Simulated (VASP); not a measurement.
A run of VASP 6.6.1:

Contents of INCAR:

```
PREC     = Accurate       # precision mode
ENCUT    = 500            # plane-wave cutoff, eV
EDIFF    = 1E-7           # SCF threshold, eV
ISMEAR   = -1             # smearing method
SIGMA    = 0.1            # smearing width, eV
LREAL    = F              # projectors in reciprocal space
LASPH    = T              # aspherical terms in the spheres
NELM     = 120            # most SCF steps
ALGO     = Normal         # electronic algorithm
ISIF     = 3              # what is computed and relaxed
LWAVE    = F              # write WAVECAR
LCHARG   = F              # write CHGCAR
GGA      = PE             # functional
IBRION   = 2              # ionic algorithm
NSW      = 80             # ionic steps
EDIFFG   = -0.01          # ionic threshold
PSTRESS  = 20.0         
GGA_COMPAT= F            
NELMIN   = 4
```

File KPOINTS:

```
regular mesh
0
Gamma
  9 9 9
```

Contents of POSCAR:

```
Rh
1.0
    0.0000000000      1.8978500000      1.8978500000
    1.8978500000      0.0000000000      1.8978500000
    1.8978500000      1.8978500000      0.0000000000
Rh
1
Direct
    0.0000000000      0.0000000000      0.0000000000
```

Potentials or basis: VASP PAW PBE potentials, release 64 (Rh_pv).

The run is started by

```bash
$ cat potpaw_PBE.64/Rh_pv/POTCAR > POTCAR
$ mpirun -np 1 vasp_std > vasp.out
```

Hardware: 1 thread of Intel(R) Xeon(R) Platinum 8375C CPU @ 2.90GHz (Ice Lake), with other jobs on the host.

**Question.** Estimate the wall time of this run.

**Answer.** Wall time 15 s on 1 thread of Intel(R) Xeon(R) Platinum 8375C CPU @ 2.90GHz (Ice Lake) (shared host), peak memory 0.13 GiB. Counts: scf iterations 28, k points 35, ion steps 3.
